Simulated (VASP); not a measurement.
Wanted: the native input for a VASP 6.6.1 run.

```
Task                   : single point
Functional             : PBEsol
Potentials or basis    : VASP PAW PBE potentials, release 64 (Al, Ru_pv)
Cutoff                 : 520 eV
k mesh                 : 16 × 16 × 8
Occupations            : gaussian, width 0.15 eV
Spin                   : no spin polarisation
Dipole correction      : no
Further INCAR settings : ALGO = Fast; EDIFF = 1e-07; NBANDS = 25
```

The structure of AlRu lies in POSCAR:

```
AlRu
1.0
    2.9763250904      0.0000000000      0.0000000000
    0.0000000000      2.9763250904      0.0000000000
    0.0000000000      0.0000000000      5.9526501809
Al Ru
2 2
Direct
    0.0000000000      0.0000000000     -0.0049053781
    0.0000000000      0.0000000000      0.5049053781
    0.4948258340      0.5000000000      0.2500000000
    0.5051741660      0.5000000000      0.7500000000
```

This cell differs from its parent crystal: atoms displaced along several vibrational modes.

These files were run (other wordings do the same):

INCAR

```
  ALGO = Fast
  EDIFF = 1E-7
  ENCUT = 520
  GGA = PS
  ISIF = 2
  ISMEAR = 0
  LASPH = T
  LCHARG = F
  LREAL = F
  LWAVE = F
  NBANDS = 25
  NELM = 80
  PREC = Accurate
  SIGMA = 0.15
```

KPOINTS

```
k-points
0
Gamma
  16 16 8
```

Potentials or basis: VASP PAW PBE potentials, release 64 (Al, Ru_pv).

Run with:

```bash
$ cat potpaw_PBE.64/Al/POTCAR potpaw_PBE.64/Ru_pv/POTCAR > POTCAR
$ mpirun -np 1 vasp_std > vasp.out
```

It gave:

```
Pressure               : 0.2 GPa
Largest force          : 0.331 eV/Å
Band gap on the k mesh : zero (bands 17 and 18 overlap by 3.07 eV)
```

Caveat: the cell differs from its parent crystal (atoms displaced along several vibrational modes); the PAW data sets were made with another functional, which shifts forces and pressure a little.

Wall time 8.6 min on 1 thread of Intel Xeon 8259CL (shared host), peak memory 0.52 GiB.
